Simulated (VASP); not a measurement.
SnTe:

```
Te Sn
1.0
     0.00000    3.56234    3.56234
     3.56234    0.00000    3.56234
     3.56234    3.56234    0.00000
Te Sn
1 1
Direct
  0.25000 0.25000 0.25000
  0.00000 0.00000 0.00000
```

Base run:

* Program: VASP 6.6.1
* Functional: LDA
* Potentials or basis: VASP PAW LDA potentials, release 64 (Te, Sn_d)
* Cutoff: 520 eV
* k mesh: 6 × 6 × 6
* Occupations: fermi-dirac, width 0.05 eV
* Spin: no spin polarisation

Its results: band gap on the k mesh 0.10 eV, indirect (least direct gap 0.68 eV); pressure -1.3 GPa.

The run is repeated on the same cell with these changes: k mesh from 6 × 6 × 6 to 7 × 7 × 7. What comes out?

Band gap on the k mesh 0.16 eV, indirect (least direct gap 0.71 eV); pressure -1.3 GPa.

Caveats: spin-orbit coupling is left out, which moves the levels of the heavy elements.

A k mesh can miss the band edges.
